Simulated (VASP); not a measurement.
# TePb (I4/mmm) in VASP: further runs

Runs on TePb. Level: r2SCAN. Tasks: single point.

All numbers are computed with VASP 6.6.1; they aren't measurements. Logs are shortened: lines on timing, memory, paths and dates and some standing lists are left out, and cuts for length are marked.

## (1) The cell of the first run

It takes space group I4/mmm (No. 139, tetragonal). Conventional cell: a = 4.450 Å, b = 4.450 Å, c = 6.615 Å, α = 90.00°, β = 90.00°, γ = 90.00°. Within 4.1 Å of Te (site symmetry 4/mmm) lie 6 Pb at 3.15 to 3.31 Å. Within 4.1 Å of Pb (site symmetry 4/mmm) lie 6 Te at 3.15 to 3.31 Å.

## (2) Single point, r2SCAN (strain -0.025 along x and y, +0.025 along z)

File POSCAR:

```
TePb
1.0
    0.0000000000      3.1463250000      3.3076750000
    3.1463250000      0.0000000000      3.3076750000
    3.1463250000      3.1463250000      0.0000000000
Te Pb
1 1
Direct
    0.5000000000      0.5000000000      0.5000000000
    0.0000000000      0.0000000000      0.0000000000
```

File INCAR.step1:

```
SYSTEM = TePb
ALGO = Normal
EDIFF = 1E-4
ENCUT = 520
GGA = PE
ISMEAR = 0
LASPH = .TRUE.
LCHARG = .FALSE.
LREAL = .FALSE.
LWAVE = .TRUE.
NBANDS = 17
NELM = 100
PREC = Accurate
SIGMA = 0.05
```

File INCAR.step2:

```
SYSTEM = TePb
ALGO = Normal
EDIFF = 1E-6
ENCUT = 520
ISIF = 2
ISMEAR = 0
ISTART = 1
LASPH = .TRUE.
LCHARG = .TRUE.
LELF = .TRUE.
LMIXTAU = .TRUE.
LREAL = .FALSE.
LVHAR = .TRUE.
LWAVE = .FALSE.
METAGGA = R2SCAN
NBANDS = 17
NELM = 100
PREC = Accurate
SIGMA = 0.05
```

File KPOINTS:

```
k-points
0
G
  8 8 8
  0 0 0
```

Potentials or basis: VASP PAW PBE potentials, release 64 (Te, Pb_d).

The run is started by

```sh
> cat potpaw_PBE.64/Te/POTCAR potpaw_PBE.64/Pb_d/POTCAR > POTCAR
> cp INCAR.step1 INCAR
> mpirun -np 1 vasp_std > vasp.out
> cp INCAR.step2 INCAR
> mpirun -np 1 vasp_std > vasp.out
```

OUTCAR:

```text
SYSTEM = TePb
   EDIFF = 1E-6
   ENCUT = 520
   ISIF = 2
   ISMEAR = 0
   ISTART = 1
   LASPH = .TRUE.
   LREAL = .FALSE.
   METAGGA = R2SCAN
   NELM = 100
   PREC = Accurate

 ion  position               nearest neighbor table
   1  0.500  0.500  0.500-   2 3.15   2 3.15   2 3.15   2 3.15   2 3.31   2 3.31
   2  0.000  0.000  0.000-   1 3.15   1 3.15   1 3.15   1 3.15   1 3.31   1 3.31

  LATTYP: Found a body centered tetragonal cell.
 ALAT       =     4.4495754866
 C/A-ratio  =     1.4867373348

  Lattice vectors:

 A1 = (  -3.1463250000,   0.0000000000,   3.3076750000)
 A2 = (   3.1463250000,   0.0000000000,   3.3076750000)
 A3 = (   0.0000000000,   3.1463250000,  -3.3076750000)

Analysis of symmetry for initial positions (statically):
=====================================================================
 Subroutine PRICEL returns:
 Original cell was already a primitive cell.

 Routine SETGRP: Setting up the symmetry group for a
 body centered tetragonal supercell.

 Subroutine GETGRP returns: Found 16 space group operations
 (whereof 16 operations were pure point group operations)
 out of a pool of 16 trial point group operations.

The static configuration has the point symmetry D_4h.

Analysis of symmetry for dynamics (positions and initial velocities):
=====================================================================
 Subroutine PRICEL returns:
 Original cell was already a primitive cell.

 Routine SETGRP: Setting up the symmetry group for a
 body centered tetragonal supercell.

 Subroutine GETGRP returns: Found 16 space group operations
 (whereof 16 operations were pure point group operations)
 out of a pool of 16 trial point group operations.

The dynamic configuration has the point symmetry D_4h.

 Subroutine INISYM returns: Found 16 space group operations
 (whereof 16 operations are pure point group operations),
 and found     1 'primitive' translations

----------------------------------------------------------------------------------------

                                     Primitive cell

  volume of cell :      65.4877

  direct lattice vectors                    reciprocal lattice vectors
     0.000000000  3.146325000  3.307675000    -0.158915560  0.158915560  0.151163582
     3.146325000  0.000000000  3.307675000     0.158915560 -0.158915560  0.151163582
     3.146325000  3.146325000  0.000000000     0.158915560  0.158915560 -0.151163582

  length of vectors
     4.565093089  4.565093089  4.449575487     0.270848184  0.270848184  0.270848184

  position of ions in fractional coordinates (direct lattice)
     0.500000000  0.500000000  0.500000000
     0.000000000  0.000000000  0.000000000

  ion indices of the primitive-cell ions
   primitive index   ion index
                 1           1
                 2           2

----------------------------------------------------------------------------------------

 KPOINTS: k-points

Automatic generation of k-mesh.
 Grid dimensions read from file:
 generate k-points for:    8    8    8

 Generating k-lattice:

  Cartesian coordinates                     Fractional coordinates (reciprocal lattice)
    -0.019864445  0.019864445  0.018895448     0.125000000  0.000000000  0.000000000
     0.019864445 -0.019864445  0.018895448     0.000000000  0.125000000  0.000000000
     0.019864445  0.019864445 -0.018895448     0.000000000  0.000000000  0.125000000

  Length of vectors
     0.033856023  0.033856023  0.033856023

  Shift w.r.t. Gamma in fractional coordinates (k-lattice)
     0.000000000  0.000000000  0.000000000

 Subroutine IBZKPT returns following result:
 ===========================================

 Found     59 irreducible k-points:

 Following reciprocal coordinates:
            Coordinates               Weight
  0.000000  0.000000  0.000000      1.000000
  0.125000  0.000000  0.000000      8.000000
  0.250000  0.000000  0.000000      8.000000
  0.375000  0.000000  0.000000      8.000000
  0.500000  0.000000  0.000000      4.000000
  0.125000  0.125000  0.000000      2.000000
[... 16 lines left out ...]
  0.250000  0.000000  0.125000     16.000000
  0.375000  0.000000  0.125000     16.000000
 [... further k-points ...]
   k-points           NKPTS =     59   k-points in BZ     NKDIM =     59   number of bands    NBANDS=     17
   number of dos      NEDOS =    301   number of ions     NIONS =      2
   total plane-waves  NPLWV =  46656
   dimension x,y,z NGX =    36 NGY =   36 NGZ =   36
   dimension x,y,z NGXF=    72 NGYF=   72 NGZF=   72
   ions per type =               1   1
   NGX,Y,Z   is equivalent  to a cutoff of  13.11, 13.11, 13.45 a.u.
   NGXF,Y,Z  is equivalent  to a cutoff of  26.22, 26.22, 26.90 a.u.
 SYSTEM =  TePb
   PREC   = accura    normal or accurate (medium, high low for compatibility)
   ISTART =      1    job   : 0-new  1-cont  2-samecut
   ICHARG =      0    charge: 1-file 2-atom 10-const
   ISPIN  =      1    spin polarized calculation?
   LNONCOLLINEAR =      F non collinear calculations
   LSORBIT =      F    spin-orbit coupling
   LASPH  =      T    aspherical Exc in radial PAW
   ENCUT  =  520.0 eV  38.22 Ry    6.18 a.u.   8.49  8.49  8.27*2*pi/ulx,y,z
   NELM   =    100;   NELMIN=  2; NELMDL=  0     # of ELM steps
   EDIFF  = 0.1E-05   stopping-criterion for ELM
   LREAL  =      F    real-space projection
   EDIFFG = 0.1E-04   stopping-criterion for IOM
   NSW    =      0    number of steps for IOM
   IBRION =     -1    ionic relax: 0-MD 1-quasi-New 2-CG
   NFREE  =      0    steps in history (QN), initial steepest desc. (CG)
   ISIF   =      2    stress and relaxation
   ISYM   =      2    0-nonsym 1-usesym 2-fastsym
   POTIM  = 0.5000    time-step for ionic-motion
   TEBEG  =    0.0;   TEEND  =   0.0 temperature during run
   PSTRESS=    0.0 pullay stress
   NELECT =      20.0000    total number of electrons
   NUPDOWN=      -1.0000    fix difference up-down
   EMIN   =  10.00;   EMAX   =-10.00  energy-range for DOS
   EFERMI =   0.00;   METHOD = LEGACY
   ISMEAR =     0;   SIGMA  =   0.05  broadening in eV -4-tet -1-fermi 0-gaus
   EFERMI_NEDOS =   21; number of points for ismear=-14 and -15
   IALGO  =     38    algorithm
   IMIX   =      4    mixing-type and parameters
     AMIX     =   0.40;   BMIX     =  1.00
     AMIX_MAG =   1.60;   BMIX_MAG =  1.00
  volume/ion in A,a.u.               =      32.74       220.97
  Fermi-wavevector in a.u.,A,eV,Ry     =   1.102465  2.083357 16.536918  1.215429
  Thomas-Fermi vector in A             =   2.238908
   LORBIT       =      0    0 simple, 1 ext, 2 COOP (PROOUT), +10 PAW based schemes
   METAGGA = R2SCAN    functional components
   LHFCALC =     F    Hartree Fock is set to
   AEXX    =    0.0000 exact exchange contribution
   IVDW    =     0    specifies the selected vdW correction
   LEPSILON=     F    determine dielectric tensor
   LRPA    =     F    only Hartree local field effects (RPA)
 non-spin polarized calculation
 Gauss-broadening in eV      SIGMA  =   0.05
  energy-cutoff  :      520.00
  volume of cell :       65.49
 maximum number of plane-waves:      1795
 NGX is ok and might be reduce to    36
   NGX = 17   NGY = 17   NGZ = 17

 number of electron      20.0000000 magnetization

 Free energy of the ion-electron system (eV)
  ---------------------------------------------------
  ext. energy  EPLUGINS =         0.00000000
  ---------------------------------------------------
  free energy    TOTEN  =       -82.62040847 eV

  energy without entropy =      -82.62040847  energy(sigma->0) =      -82.62040847

 E-fermi :   6.2408     XC(G=0):  -9.9561

 val. band max:        5.9983480979   @ k =   0.5000   0.0000   0.0000
 cond. band min:       6.7790167610   @ k =   0.5000   0.0000   0.0000
 fundamental gap:      0.7806686631
 Fermi energy:         6.2407632348

 k-point     1 :       0.0000    0.0000    0.0000
  band No.  band energies     occupation
      1     -11.5329      2.00000
      2     -11.5093      2.00000
      3     -11.5084      2.00000
      4     -11.5084      2.00000
      5     -11.4944      2.00000
      6      -6.8865      2.00000
[... 9 lines left out ...]
     16      12.1292      0.00000
     17      13.3897      0.00000

 k-point     2 :       0.1250    0.0000    0.0000
  band No.  band energies     occupation
      1     -11.5341      2.00000
      2     -11.5129      2.00000
      3     -11.5078      2.00000
      4     -11.5059      2.00000
      5     -11.4921      2.00000
      6      -6.7398      2.00000
[... 9 lines left out ...]
     16      12.4158      0.00000
     17      14.2613      0.00000

 k-point     3 :       0.2500    0.0000    0.0000
  band No.  band energies     occupation
      1     -11.5380      2.00000
      2     -11.5219      2.00000
      3     -11.5065      2.00000
      4     -11.4996      2.00000
      5     -11.4852      2.00000
      6      -6.3162      2.00000
[... 9 lines left out ...]
     16      13.1986      0.00000
     17      16.1040      0.00000

 k-point     4 :       0.3750    0.0000    0.0000
  band No.  band energies     occupation
      1     -11.5427      2.00000
      2     -11.5309      2.00000
      3     -11.5056      2.00000
      4     -11.4934      2.00000
      5     -11.4775      2.00000
      6      -5.6998      2.00000
[... 9 lines left out ...]
     16      14.5413      0.00000
     17      17.1965      0.00000
[... 343 lines left out ...]
      1     -11.5318      2.00000
      2     -11.5163      2.00000
      3     -11.5101      2.00000
      4     -11.5051      2.00000
      5     -11.4893      2.00000
      6      -6.6802      2.00000
[... 9 lines left out ...]
     16      13.0282      0.00000
     17      13.5845      0.00000

 k-point    23 :       0.2500    0.0000    0.1250
  band No.  band energies     occupation
      1     -11.5360      2.00000
      2     -11.5233      2.00000
      3     -11.5105      2.00000
      4     -11.5005      2.00000
      5     -11.4825      2.00000
      6      -6.3374      2.00000
[... 9 lines left out ...]
     16      13.8364      0.00000
     17      14.6911      0.00000

 k-point    24 :       0.3750    0.0000    0.1250
  band No.  band energies     occupation
      1     -11.5436      2.00000
      2     -11.5308      2.00000
      3     -11.5082      2.00000
      4     -11.4954      2.00000
      5     -11.4752      2.00000
      6      -5.7708      2.00000
[... 9 lines left out ...]
     16      15.0893      0.00000
     17      16.3754      0.00000

 [... further k-points ...]
[... 5 lines left out ...]
  --------------------------------------------------------------------------------------
  -------------------------------------------------------------------------------------
  Total        2.3063366      2.3063366     -0.3736387      0.0000000     -0.0000000      0.0000000
  in kB       56.4252241     56.4252241     -9.1411846      0.0000000     -0.0000000      0.0000000
  external PRESSURE =      34.5697545 kB  Pullay stress =       0.0000000 kB

 VOLUME and BASIS-vectors are now :
 -----------------------------------------------------------------------------
  energy-cutoff  :      520.00
  volume of cell :       65.49
      direct lattice vectors                 reciprocal lattice vectors
     0.000000000  3.146325000  3.307675000    -0.158915560  0.158915560  0.151163582
     3.146325000  0.000000000  3.307675000     0.158915560 -0.158915560  0.151163582
     3.146325000  3.146325000  0.000000000     0.158915560  0.158915560 -0.151163582

 POSITION                                       TOTAL-FORCE (eV/Angst)
 -----------------------------------------------------------------------------------
      3.14633      3.14633      3.30768         0.000000      0.000000     -0.000000
      0.00000      0.00000      0.00000         0.000000      0.000000      0.000000
 -----------------------------------------------------------------------------------
    total drift:                               -0.000000      0.000000      0.000000

  FREE ENERGIE OF THE ION-ELECTRON SYSTEM (eV)
  ---------------------------------------------------
  free  energy   TOTEN  =       -82.6204084658 eV

  energy  without entropy=      -82.6204084658  energy(sigma->0) =      -82.62040847
```

Wall time 3 min (1 thread of Intel Xeon Platinum 8259CL at 2.50GHz (Skylake/Cascade Lake), shared host); peak memory 0.26 GiB.

Results:

```
Free energy            : -82.6204 eV
Pressure               : 3.5 GPa
Band gap on the k mesh : 0.78 eV, direct
```

Caveat: the cell differs from its parent crystal (strain -0.025 along x and y, +0.025 along z); the PAW data sets were made with another functional, which shifts forces and pressure a little; spin-orbit coupling is left out, which moves the levels of the heavy elements.

## (3) Single point, r2SCAN (strain +0.050 along x and y, +0.025 along z)

File POSCAR:

```
TePb
1.0
    0.0000000000      3.3883500000      3.3076750000
    3.3883500000      0.0000000000      3.3076750000
    3.3883500000      3.3883500000      0.0000000000
Te Pb
1 1
Direct
    0.5000000000      0.5000000000      0.5000000000
    0.0000000000      0.0000000000      0.0000000000
```

File INCAR.step1:

```
ALGO     = Normal         # electronic algorithm
EDIFF    = 1E-4           # SCF threshold, eV
ENCUT    = 520            # plane-wave cutoff, eV
GGA      = PE             # functional
ISMEAR   = 0              # smearing method
LASPH    = T              # aspherical terms in the spheres
LCHARG   = F              # write CHGCAR
LREAL    = F              # projectors in reciprocal space
LWAVE    = T              # write WAVECAR
NBANDS   = 17             # bands
NELM     = 80             # most SCF steps
PREC     = Accurate       # precision mode
SIGMA    = 0.05           # smearing width, eV
```

File INCAR.step2:

```
ALGO     = Normal         # electronic algorithm
EDIFF    = 1E-6           # SCF threshold, eV
ENCUT    = 520            # plane-wave cutoff, eV
ISIF     = 2              # what is computed and relaxed
ISMEAR   = 0              # smearing method
ISTART   = 1            
LASPH    = T              # aspherical terms in the spheres
LCHARG   = F              # write CHGCAR
LMIXTAU  = T            
LREAL    = F              # projectors in reciprocal space
LWAVE    = F              # write WAVECAR
METAGGA  = R2SCAN         # meta-GGA
NBANDS   = 17             # bands
NELM     = 80             # most SCF steps
PREC     = Accurate       # precision mode
SIGMA    = 0.05           # smearing width, eV
```

File KPOINTS:

```
k-points
0
Gamma
  8 8 8
```

Potentials or basis: VASP PAW PBE potentials, release 64 (Te, Pb_d).

The run is started by

```sh
> cat potpaw_PBE.64/Te/POTCAR potpaw_PBE.64/Pb_d/POTCAR > POTCAR
> cp INCAR.step1 INCAR
> mpirun -np 1 vasp_std > vasp.out
> cp INCAR.step2 INCAR
> mpirun -np 1 vasp_std > vasp.out
```

Wall time 3.8 min (1 thread of AMD EPYC 9R14 (Zen 4), shared host); peak memory 0.24 GiB.

The run converged. Its results:

```
Free energy            : -82.6387 eV
Pressure               : -2.9 GPa
Band gap on the k mesh : 1.21 eV, direct
```

Stress tensor (GPa, compression positive):
```
-3.52  0.00  0.00
 0.00 -3.52  0.00
 0.00  0.00 -1.71
```

Levels at points of the mesh, in eV from the valence-band top:
```csv
k point,band 6,band 7,band 8,band 9,band 10,band 11,band 12,band 13,band 14,band 15
"(0.00, 0.00, 0.00)",-11.56,-5.94,-1.19,-0.96,-0.96,4.03,4.03,4.55,6.40,6.40
"(0.50, 0.00, 0.00)",-10.35,-8.32,-0.66,-0.62,0.00,1.21,1.66,1.75,8.77,9.38
"(0.50, 0.50, 0.00)",-10.09,-7.44,-3.82,-2.32,-2.32,4.02,5.32,5.32,6.71,10.28
"(0.50, 0.00, 0.50)",-10.23,-7.29,-3.75,-2.40,-2.15,4.10,5.15,5.70,6.35,10.20
```

Caveat: the cell differs from its parent crystal (strain +0.050 along x and y, +0.025 along z); the PAW data sets were made with another functional, which shifts forces and pressure a little; spin-orbit coupling is left out, which moves the levels of the heavy elements.

## (4) Single point, r2SCAN (strain +0.000 along x and y, -0.025 along z)

File POSCAR:

```
TePb
1.0
    0.0000000000      3.2270000000      3.1463250000
    3.2270000000      0.0000000000      3.1463250000
    3.2270000000      3.2270000000      0.0000000000
Te Pb
1 1
Direct
    0.5000000000      0.5000000000      0.5000000000
    0.0000000000      0.0000000000      0.0000000000
```

File INCAR.step1:

```
PREC = Accurate
ENCUT = 520
ISMEAR = 0
SIGMA = 0.05
LREAL = F
LASPH = T
NELM = 60
NBANDS = 17
GGA = PE
ALGO = Normal
EDIFF = 1E-4
LWAVE = T
LCHARG = F
```

File INCAR.step2:

```
PREC = Accurate
ENCUT = 520
EDIFF = 1E-6
ISMEAR = 0
SIGMA = 0.05
LREAL = F
LASPH = T
NELM = 60
ALGO = Normal
ISIF = 2
LWAVE = F
LCHARG = F
METAGGA = R2SCAN
LMIXTAU = T
NBANDS = 17
ISTART = 1
```

File KPOINTS:

```
regular mesh
0
Gamma
  8 8 8
```

The run is started by

```sh
> cat potpaw_PBE.64/Te/POTCAR potpaw_PBE.64/Pb_d/POTCAR > POTCAR
> cp INCAR.step1 INCAR
> mpirun -np 1 vasp_std > vasp.out
> cp INCAR.step2 INCAR
> mpirun -np 1 vasp_std > vasp.out
```

Run time: 96 s. Hardware: 1 thread of Intel Xeon 6975P-C (Granite Rapids), shared host; peak memory 0.25 GiB.

The run converged. Its results:

- Free energy: -82.6543 eV
- Pressure: 3.1 GPa
- Band gap on the k mesh: 0.91 eV, direct

Stress tensor (GPa, compression positive):
```
1.88 0.00 0.00
0.00 1.88 0.00
0.00 0.00 5.67
```

Levels at points of the mesh, in eV from the valence-band top:
```csv
k point,band 7,band 8,band 9,band 10,band 11,band 12,band 13,band 14
"(0.00, 0.00, 0.00)",-5.58,-1.84,-1.57,-1.57,4.13,4.13,4.77,6.02
"(0.50, 0.00, 0.00)",-9.11,-1.20,-1.13,0.00,0.91,1.24,1.38,8.95
"(0.50, 0.50, 0.00)",-7.73,-5.02,-3.23,-3.23,3.36,5.83,5.83,7.59
"(0.50, 0.00, 0.50)",-7.51,-4.96,-3.32,-3.03,3.45,5.59,6.29,7.18
```

Caveat: the cell differs from its parent crystal (strain +0.000 along x and y, -0.025 along z); the PAW data sets were made with another functional, which shifts forces and pressure a little; spin-orbit coupling is left out, which moves the levels of the heavy elements.

[end of part 1 of 2]
